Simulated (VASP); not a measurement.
# PbSe (F-43m) in VASP: notebook

The runs below take PbSe through single point, relaxation of cell and atoms, with PBEsol, r2SCAN+rVV10.

All numbers are computed with VASP 6.6.1; they aren't measurements. Logs are shortened: lines on timing, memory, paths and dates and some standing lists are left out, and cuts for length are marked.

### 1 The cell of the first run

It takes space group F-43m (No. 216, cubic). The conventional cell has a = 6.784 Å, b = 6.784 Å, c = 6.784 Å, α = 90.00°, β = 90.00°, γ = 90.00°. Within 3.9 Å of Pb (site symmetry -43m) lie 4 Se at 2.94 Å. Within 3.9 Å of Se (site symmetry -43m) lie 4 Pb at 2.94 Å.

### 2 Single point, PBEsol

INCAR reads:

```
ALGO = Normal
EDIFF = 1E-6
ENCUT = 500
GGA = PS
GGA_COMPAT = F
ISIF = 2
ISMEAR = -1
LASPH = T
LCHARG = F
LREAL = F
LWAVE = F
NBANDS = 17
NELM = 120
PREC = Accurate
SIGMA = 0.03
```

KPOINTS reads:

```
k-points
0
Gamma
  6 6 6
```

POSCAR reads:

```
PbSe
1.0
    0.0000000000      3.3918770871      3.3918770871
    3.3918770871      0.0000000000      3.3918770871
    3.3918770871      3.3918770871      0.0000000000
Pb Se
1 1
Direct
    0.0000000000      0.0000000000      0.0000000000
    0.2500000000      0.2500000000      0.2500000000
```

Potentials or basis: VASP PAW PBE potentials, release 64 (Pb_d, Se).

Command:

```console
cat potpaw_PBE.64/Pb_d/POTCAR potpaw_PBE.64/Se/POTCAR > POTCAR
mpirun -np 1 vasp_std > vasp.out
```

OUTCAR:

```text
EDIFF = 1E-6
   ENCUT = 500
   GGA = PS
   ISIF = 2
   ISMEAR = -1
   LASPH = T
   LREAL = F
   NELM = 120
   PREC = Accurate

 ion  position               nearest neighbor table
   1  0.000  0.000  0.000-   2 2.94   2 2.94   2 2.94   2 2.94
   2  0.250  0.250  0.250-   1 2.94   1 2.94   1 2.94   1 2.94

  LATTYP: Found a face centered cubic cell.
 ALAT       =     6.7837541742

  Lattice vectors:

 A1 = (   0.0000000000,   3.3918770871,   3.3918770871)
 A2 = (   3.3918770871,   0.0000000000,   3.3918770871)
 A3 = (   3.3918770871,   3.3918770871,   0.0000000000)

Analysis of symmetry for initial positions (statically):
=====================================================================
 Subroutine PRICEL returns:
 Original cell was already a primitive cell.

 Routine SETGRP: Setting up the symmetry group for a
 face centered cubic supercell.

 Subroutine GETGRP returns: Found 24 space group operations
 (whereof 24 operations were pure point group operations)
 out of a pool of 48 trial point group operations.

The static configuration has the point symmetry T_d .

Analysis of symmetry for dynamics (positions and initial velocities):
=====================================================================
 Subroutine PRICEL returns:
 Original cell was already a primitive cell.

 Routine SETGRP: Setting up the symmetry group for a
 face centered cubic supercell.

 Subroutine GETGRP returns: Found 24 space group operations
 (whereof 24 operations were pure point group operations)
 out of a pool of 48 trial point group operations.

The dynamic configuration has the point symmetry T_d .

 Subroutine INISYM returns: Found 24 space group operations
 (whereof 24 operations are pure point group operations),
 and found     1 'primitive' translations

----------------------------------------------------------------------------------------

                                     Primitive cell

  volume of cell :      78.0459

  direct lattice vectors                    reciprocal lattice vectors
     0.000000000  3.391877087  3.391877087    -0.147411002  0.147411002  0.147411002
     3.391877087  0.000000000  3.391877087     0.147411002 -0.147411002  0.147411002
     3.391877087  3.391877087  0.000000000     0.147411002  0.147411002 -0.147411002

  length of vectors
     4.796838578  4.796838578  4.796838578     0.255323345  0.255323345  0.255323345

  position of ions in fractional coordinates (direct lattice)
     0.000000000  0.000000000  0.000000000
     0.250000000  0.250000000  0.250000000

  ion indices of the primitive-cell ions
   primitive index   ion index
                 1           1
                 2           2

----------------------------------------------------------------------------------------

 KPOINTS: k-points

Automatic generation of k-mesh.
 Grid dimensions read from file:
 generate k-points for:    6    6    6

 Generating k-lattice:

  Cartesian coordinates                     Fractional coordinates (reciprocal lattice)
    -0.024568500  0.024568500  0.024568500     0.166666667  0.000000000  0.000000000
     0.024568500 -0.024568500  0.024568500     0.000000000  0.166666667  0.000000000
     0.024568500  0.024568500 -0.024568500     0.000000000  0.000000000  0.166666667

  Length of vectors
     0.042553891  0.042553891  0.042553891

  Shift w.r.t. Gamma in fractional coordinates (k-lattice)
     0.000000000  0.000000000  0.000000000

 Subroutine IBZKPT returns following result:
 ===========================================

 Found     16 irreducible k-points:

 Following reciprocal coordinates:
            Coordinates               Weight
  0.000000  0.000000  0.000000      1.000000
  0.166667  0.000000  0.000000      8.000000
  0.333333  0.000000  0.000000      8.000000
  0.500000  0.000000  0.000000      4.000000
  0.166667  0.166667  0.000000      6.000000
  0.333333  0.166667  0.000000     24.000000
[... 8 lines left out ...]
 -0.333333  0.333333  0.166667     24.000000
 -0.333333  0.500000  0.166667     12.000000
   k-points           NKPTS =     16   k-points in BZ     NKDIM =     16   number of bands    NBANDS=     17
   number of dos      NEDOS =    301   number of ions     NIONS =      2
   total plane-waves  NPLWV =  46656
   dimension x,y,z NGX =    36 NGY =   36 NGZ =   36
   dimension x,y,z NGXF=    72 NGYF=   72 NGZF=   72
   ions per type =               1   1
   NGX,Y,Z   is equivalent  to a cutoff of  12.48, 12.48, 12.48 a.u.
   NGXF,Y,Z  is equivalent  to a cutoff of  24.95, 24.95, 24.95 a.u.
 SYSTEM =  unknown system
   PREC   = accura    normal or accurate (medium, high low for compatibility)
   ISTART =      0    job   : 0-new  1-cont  2-samecut
   ICHARG =      2    charge: 1-file 2-atom 10-const
   ISPIN  =      1    spin polarized calculation?
   LNONCOLLINEAR =      F non collinear calculations
   LSORBIT =      F    spin-orbit coupling
   LASPH  =      T    aspherical Exc in radial PAW
[... 22 lines left out ...]
     AMIX_MAG =   1.60;   BMIX_MAG =  1.00
  volume/ion in A,a.u.               =      39.02       263.34
  Fermi-wavevector in a.u.,A,eV,Ry     =   1.039844  1.965020 14.711638  1.081275
  Thomas-Fermi vector in A             =   2.174392
   LORBIT       =      0    0 simple, 1 ext, 2 COOP (PROOUT), +10 PAW based schemes
   GGA     = PS    functional components
   LHFCALC =     F    Hartree Fock is set to
   AEXX    =    0.0000 exact exchange contribution
   IVDW    =     0    specifies the selected vdW correction
   LEPSILON=     F    determine dielectric tensor
   LRPA    =     F    only Hartree local field effects (RPA)
 non-spin polarized calculation
  energy-cutoff  :      500.00
  volume of cell :       78.05
 maximum number of plane-waves:      2006
   NGX = 17   NGY = 17   NGZ = 17

 number of electron      20.0000004 magnetization

 Free energy of the ion-electron system (eV)
  ---------------------------------------------------
  ext. energy  EPLUGINS =         0.00000000
  ---------------------------------------------------
  free energy    TOTEN  =        -8.38764798 eV

  energy without entropy =       -8.38764661  energy(sigma->0) =       -8.38764730

 E-fermi :   2.6524     XC(G=0):  -8.0462

 val. band max:        2.3248868729   @ k =  -0.3333   0.5000   0.1667
 cond. band min:       2.9384483271   @ k =   0.5000   0.5000   0.0000
 fundamental gap:      0.6135614541
 Fermi energy:         2.6524201174

 k-point     1 :       0.0000    0.0000    0.0000
  band No.  band energies     occupation
      1     -14.3053      2.00000
      2     -14.3053      2.00000
      3     -14.3053      2.00000
      4     -14.2678      2.00000
      5     -14.2678      2.00000
      6     -10.5250      2.00000
[... 9 lines left out ...]
     16      10.6324      0.00000
     17      11.3750      0.00000

 k-point     2 :       0.1667    0.0000    0.0000
  band No.  band energies     occupation
      1     -14.3134      2.00000
      2     -14.3026      2.00000
      3     -14.3026      2.00000
      4     -14.2676      2.00000
      5     -14.2676      2.00000
      6     -10.3870      2.00000
[... 9 lines left out ...]
     16       9.8731      0.00000
     17      10.7432      0.00000

 k-point     3 :       0.3333    0.0000    0.0000
  band No.  band energies     occupation
      1     -14.3292      2.00000
      2     -14.2981      2.00000
      3     -14.2981      2.00000
      4     -14.2663      2.00000
      5     -14.2663      2.00000
      6     -10.0688      2.00000
[... 9 lines left out ...]
     16       9.9736      0.00000
     17      11.2067      0.00000

 k-point     4 :       0.5000    0.0000    0.0000
  band No.  band energies     occupation
      1     -14.3371      2.00000
      2     -14.2963      2.00000
      3     -14.2963      2.00000
      4     -14.2651      2.00000
      5     -14.2651      2.00000
      6      -9.8795      2.00000
[... 9 lines left out ...]
     16      10.7747      0.00000
     17      10.7747      0.00000
[... 183 lines left out ...]
      1     -14.3427      2.00000
      2     -14.2933      2.00000
      3     -14.2894      2.00000
      4     -14.2705      2.00000
      5     -14.2639      2.00000
      6      -9.8307      2.00000
[... 9 lines left out ...]
     16      11.1695      0.00000
     17      12.0968      0.00000

 k-point    15 :      -0.3333    0.3333    0.1667
  band No.  band energies     occupation
      1     -14.3464      2.00000
      2     -14.2934      2.00000
      3     -14.2870      2.00000
      4     -14.2695      2.00000
      5     -14.2647      2.00000
      6      -9.6908      2.00000
[... 9 lines left out ...]
     16      10.9575      0.00000
     17      12.0615      0.00000

 k-point    16 :      -0.3333    0.5000    0.1667
  band No.  band energies     occupation
      1     -14.3522      2.00000
      2     -14.2899      2.00000
      3     -14.2837      2.00000
      4     -14.2722      2.00000
      5     -14.2630      2.00000
      6      -9.6221      2.00000
[... 9 lines left out ...]
     16      11.7656      0.00000
     17      11.7687      0.00000

------------------------ aborting loop because EDIFF is reached ----------------------------------------

  FORCE on cell =-STRESS in cart. coord.  units (eV):
  Direction    XX          YY          ZZ          XY          YZ          ZX
  --------------------------------------------------------------------------------------
  -------------------------------------------------------------------------------------
  Total        0.0005826      0.0005826      0.0005826      0.0000000      0.0000000     -0.0000000
  in kB        0.0119602      0.0119602      0.0119602      0.0000000      0.0000000     -0.0000000
  external PRESSURE =       0.0119602 kB  Pullay stress =       0.0000000 kB

 VOLUME and BASIS-vectors are now :
 -----------------------------------------------------------------------------
  energy-cutoff  :      500.00
  volume of cell :       78.05
      direct lattice vectors                 reciprocal lattice vectors
     0.000000000  3.391877087  3.391877087    -0.147411002  0.147411002  0.147411002
     3.391877087  0.000000000  3.391877087     0.147411002 -0.147411002  0.147411002
     3.391877087  3.391877087  0.000000000     0.147411002  0.147411002 -0.147411002

 POSITION                                       TOTAL-FORCE (eV/Angst)
 -----------------------------------------------------------------------------------
      0.00000      0.00000      0.00000         0.000000     -0.000000      0.000000
      1.69594      1.69594      1.69594        -0.000000      0.000000     -0.000000
 -----------------------------------------------------------------------------------
    total drift:                                0.000000      0.000000      0.000000

  FREE ENERGIE OF THE ION-ELECTRON SYSTEM (eV)
  ---------------------------------------------------
  free  energy   TOTEN  =        -8.3876479769 eV

  energy  without entropy=       -8.3876466139  energy(sigma->0) =       -8.38764730
```

It took 23 s on 1 thread of AMD EPYC 9R45 (Zen 5), shared host; peak memory 0.16 GiB.

Results:

- Free energy: -8.3876 eV
- Pressure: 0.0 GPa
- Band gap on the k mesh: 0.61 eV, indirect (least direct gap 1.05 eV)

Levels at points of the mesh, in eV from the valence-band top:
| k point | band 8 | band 9 | band 10 | band 11 | band 12 | band 13 |
| --- | --- | --- | --- | --- | --- | --- |
| (0.00, 0.00, 0.00) | -1.59 | -1.59 | -1.59 | 2.18 | 2.18 | 2.18 |
| (0.50, 0.00, 0.00) | -2.14 | -2.14 | -1.99 | 2.96 | 2.96 | 3.79 |
| (0.50, 0.50, 0.00) | -2.88 | -2.88 | -0.44 | 0.61 | 5.06 | 5.06 |

Caveat: the PAW data sets were made with another functional, which shifts forces and pressure a little; spin-orbit coupling is left out, which moves the levels of the heavy elements.

### 3 Single point, r2SCAN+rVV10

This run uses another cell than the first one, of 39.41 Å³/atom, 1.010 times its volume.

POSCAR reads:

```
PbSe
1.0
    0.0000000000      3.4031302553      3.4031302553
    3.4031302553      0.0000000000      3.4031302553
    3.4031302553      3.4031302553      0.0000000000
Pb Se
1 1
Direct
    0.0000000000      0.0000000000      0.0000000000
    0.2500000000      0.2500000000      0.2500000000
```

INCAR.step1 reads:

```
PREC = Accurate
ENCUT = 550
ISMEAR = -1
SIGMA = 0.03
LREAL = False
LASPH = True
NELM = 120
NBANDS = 17
GGA = PE
ALGO = Normal
EDIFF = 1E-5
LWAVE = True
LCHARG = False
GGA_COMPAT = False
```

INCAR.step2 reads:

```
PREC = Accurate
ENCUT = 550
EDIFF = 1E-6
ISMEAR = -1
SIGMA = 0.03
LREAL = False
LASPH = True
NELM = 120
ALGO = Normal
ISIF = 2
LWAVE = False
LCHARG = True
METAGGA = R2SCAN
LMIXTAU = True
LUSE_VDW = True
IVDW_NL = 2
BPARAM = 11.95
CPARAM = 0.0093
LELF = True
LVHAR = True
NBANDS = 17
ISTART = 1
GGA_COMPAT = False
```

KPOINTS reads:

```
regular mesh
0
Gamma
  6 6 6
```

Potentials or basis: VASP PAW PBE potentials, release 64 (Pb_d, Se).

Command:

```console
cat potpaw_PBE.64/Pb_d/POTCAR potpaw_PBE.64/Se/POTCAR > POTCAR
cp INCAR.step1 INCAR
mpirun -np 1 vasp_std > vasp.out
cp INCAR.step2 INCAR
mpirun -np 1 vasp_std > vasp.out
```

Run time: 3.5 min. Hardware: 1 thread of AMD EPYC 9R45 (Zen 5), shared host; peak memory 0.45 GiB.

The run converged. Its results:

* Free energy: -70.8097 eV
* Pressure: 0.1 GPa
* Band gap on the k mesh: 0.83 eV, indirect (least direct gap 1.27 eV)

Levels at points of the mesh, in eV from the valence-band top:
```
           k point  band 7  band 8  band 9  band 10  band 11  band 12  band 13  band 14
(0.00, 0.00, 0.00)   -6.28   -1.66   -1.66    -1.66     2.46     2.46     2.46     4.84
(0.50, 0.00, 0.00)   -8.00   -2.21   -2.21    -1.97     3.24     3.24     4.02     6.71
(0.50, 0.50, 0.00)   -8.39   -2.95   -2.95    -0.44     0.83     5.40     5.40     6.25
```

Caveat: the PAW data sets were made with another functional, which shifts forces and pressure a little; spin-orbit coupling is left out, which moves the levels of the heavy elements.

### 4 Relaxation of cell and atoms, PBEsol

This run uses another cell than the first one, of 28.33 Å³/atom, 0.726 times its volume.

INCAR reads:

```
SYSTEM = PbSe
ALGO = Normal
EDIFF = 1E-7
EDIFFG = -0.01
ENCUT = 500
GGA = PS
GGA_COMPAT = .FALSE.
IBRION = 2
ISIF = 3
ISMEAR = -1
LASPH = .TRUE.
LCHARG = .FALSE.
LREAL = .FALSE.
LWAVE = .FALSE.
NELM = 120
NELMIN = 4
NSW = 100
PREC = Accurate
SIGMA = 0.03
```

KPOINTS reads:

```
k-points
0
G
  6 6 6
  0 0 0
```

POSCAR reads:

```
PbSe
1.0
    0.0000000000      3.0486403614      3.0486403614
    3.0486403614      0.0000000000      3.0486403614
    3.0486403614      3.0486403614      0.0000000000
Pb Se
1 1
Direct
    0.0000000000      0.0000000000      0.0000000000
    0.2500000000      0.2500000000      0.2500000000
```

Command:

```console
cat potpaw_PBE.64/Pb_d/POTCAR potpaw_PBE.64/Se/POTCAR > POTCAR
mpirun -np 1 vasp_std > vasp.out
```

Wall time 55 s (1 thread of AMD EPYC 9R45 (Zen 5), shared host); peak memory 0.15 GiB.

The run converged. Its results:

```
Free energy                            : -8.3841 eV
Relaxed volume                         : 39.01 Å³/atom
Relaxed cell                           : a = 4.796 Å, b = 4.796 Å, c = 4.796 Å, α = 60.00°, β = 60.00°, γ = 60.00°
Space group after relaxing (to 0.05 Å) : F-43m (No. 216)
Energy gained by relaxing              : 533.0 meV/atom
Ionic steps                            : 5
Pressure after relaxing                : 0.0 GPa
Band gap on the k mesh                 : 0.61 eV, indirect (least direct gap 1.05 eV)
```

The path:
```csv
step,energy change (eV),largest force (eV/Å),pressure (GPa),volume (Å³)
1,0.0000,0.0000,20.55,56.67
2,-0.8613,0.0000,-4.09,92.00
3,-1.0659,0.0000,0.08,77.86
4,-1.0658,0.0000,-0.12,78.33
5,-1.0659,0.0000,0.02,78.01
```

Final structure:
```xyz
2
Lattice="0.0000 3.3914 3.3914 3.3914 0.0000 3.3914 3.3914 3.3914 0.0000" Properties=species:S:1:pos:R:3 pbc="T T T"
Pb    0.0000    0.0000    0.0000
Se    1.6957    1.6957    1.6957
```

Levels at points of the mesh, in eV from the valence-band top:
| k point | band 7 | band 8 | band 9 | band 10 | band 11 | band 12 | band 13 | band 14 |
| --- | --- | --- | --- | --- | --- | --- | --- | --- |
| (0.00, 0.00, 0.00) | -6.24 | -1.59 | -1.59 | -1.59 | 2.18 | 2.18 | 2.18 | 4.68 |
| (0.50, 0.00, 0.00) | -7.87 | -2.15 | -2.15 | -1.99 | 2.96 | 2.96 | 3.80 | 6.49 |
| (0.50, 0.50, 0.00) | -8.24 | -2.88 | -2.88 | -0.44 | 0.61 | 5.06 | 5.06 | 5.94 |

Caveat: the volume moved by over 15 % at a fixed basis, so the end points are rough; the PAW data sets were made with another functional, which shifts forces and pressure a little; spin-orbit coupling is left out, which moves the levels of the heavy elements. A k mesh can miss the band edges.

### 5 Relaxation of cell and atoms, r2SCAN+rVV10

POSCAR reads:

```
PbSe
1.0
    0.0000000000      3.3918770871      3.3918770871
    3.3918770871      0.0000000000      3.3918770871
    3.3918770871      3.3918770871      0.0000000000
Pb Se
1 1
Direct
    0.0000000000      0.0000000000      0.0000000000
    0.2500000000      0.2500000000      0.2500000000
```

INCAR.step1 reads:

```
SYSTEM = PbSe
PREC = Accurate
ENCUT = 550
ISMEAR = -1
SIGMA = 0.03
LREAL = .FALSE.
LASPH = .TRUE.
NELM = 120
GGA = PE
ALGO = Normal
EDIFF = 1E-5
LWAVE = .TRUE.
LCHARG = .FALSE.
GGA_COMPAT = .FALSE.
IBRION = 2
ISIF = 3
EDIFFG = -0.005
NELMIN = 4
NSW = 100
```

INCAR.step2 reads:

```
SYSTEM = PbSe
PREC = Accurate
ENCUT = 550
EDIFF = 1E-7
ISMEAR = -1
SIGMA = 0.03
LREAL = .FALSE.
LASPH = .TRUE.
NELM = 120
ALGO = Normal
ISIF = 3
LWAVE = .FALSE.
LCHARG = .FALSE.
METAGGA = R2SCAN
LMIXTAU = .TRUE.
LUSE_VDW = .TRUE.
IVDW_NL = 2
BPARAM = 11.95
CPARAM = 0.0093
IBRION = 2
NSW = 100
EDIFFG = -0.01
ISTART = 1
GGA_COMPAT = .FALSE.
NELMIN = 4
```

KPOINTS reads:

```
regular mesh
0
G
  6 6 6
  0 0 0
```

Command:

```console
cat potpaw_PBE.64/Pb_d/POTCAR potpaw_PBE.64/Se/POTCAR > POTCAR
cp INCAR.step1 INCAR
mpirun -np 1 vasp_std > vasp.out
cp INCAR.step2 INCAR
mpirun -np 1 vasp_std > vasp.out
```

It took 8.9 min on 1 thread of AMD EPYC 9R45 (Zen 5), shared host; peak memory 0.45 GiB.

Results (log left out):

```yaml
Free_energy: -70.8096 eV
Relaxed_volume: 39.52 Å³/atom
Relaxed_cell: a = 4.817 Å, b = 4.817 Å, c = 4.817 Å, α = 60.00°, β = 60.00°, γ = 60.00°
Space_group_after_relaxing_to_0.05_Å: F-43m (No. 216)
Energy_gained_by_relaxing: 0.7 meV/atom
Ionic_steps: 3
Pressure_after_relaxing: 0.0 GPa
Band_gap_on_the_k_mesh: 0.83 eV, indirect (least direct gap 1.27 eV)
```

The path:
```tsv
step	energy change (eV)	largest force (eV/Å)	pressure (GPa)	volume (Å³)
1	0.0000	0.0000	0.47	78.05
2	-0.0013	0.0000	-0.13	79.35
3	-0.0014	0.0000	0.00	79.04
```

Final structure:
```cif
data_structure
_symmetry_space_group_name_H-M 'P 1'
_symmetry_Int_Tables_number 1
_cell_length_a 4.8171
_cell_length_b 4.8171
_cell_length_c 4.8171
_cell_angle_alpha 60.000
_cell_angle_beta 60.000
_cell_angle_gamma 60.000
_cell_volume 79.04
loop_
_atom_site_label
_atom_site_type_symbol
_atom_site_fract_x
_atom_site_fract_y
_atom_site_fract_z
_atom_site_occupancy
Pb1 Pb 0.00000 0.00000 0.00000 1
Se1 Se 0.25000 0.25000 0.25000 1
```

Levels at points of the mesh, in eV from the valence-band top:
```csv
k point,band 6,band 7,band 8,band 9,band 10,band 11,band 12,band 13,band 14
"(0.00, 0.00, 0.00)",-13.28,-6.29,-1.65,-1.65,-1.65,2.46,2.46,2.46,4.84
"(0.50, 0.00, 0.00)",-12.63,-8.00,-2.20,-2.20,-1.96,3.24,3.24,4.02,6.70
"(0.50, 0.50, 0.00)",-12.37,-8.38,-2.93,-2.93,-0.44,0.83,5.39,5.39,6.25
```

Caveat: the PAW data sets were made with another functional, which shifts forces and pressure a little; spin-orbit coupling is left out, which moves the levels of the heavy elements. A k mesh can miss the band edges.

### 6 Summary

```csv
task,level,cell,cutoff (eV),gap on the mesh (eV),pressure (GPa),relaxed volume (Å³/atom)
single point,PBEsol,"a = 4.797 Å, angles 60.0°, 2 atoms",500,0.61,0.0,-
single point,r2SCAN+rVV10,"a = 4.813 Å, angles 60.0°, 2 atoms",550,0.83,0.1,-
relaxation of cell and atoms,PBEsol,"relaxed from a = 4.311 Å, angles 60.0°, 2 atoms",500,0.61,0.0,39.01
relaxation of cell and atoms,r2SCAN+rVV10,"relaxed from a = 4.797 Å, angles 60.0°, 2 atoms",550,0.83,0.0,39.52
```

Alike in all rows: potentials or basis VASP PAW PBE potentials, release 64 (Pb_d, Se); no spin polarisation; k mesh 6 × 6 × 6; smearing fermi-dirac 0.03 eV.

Caveats: the PAW data sets were made with another functional, which shifts forces and pressure a little; spin-orbit coupling is left out, which moves the levels of the heavy elements; the volume moved by over 15 % at a fixed basis, so the end points are rough (some runs).

Total energies depend on the potentials used, so only differences within one code and one set of settings carry meaning.
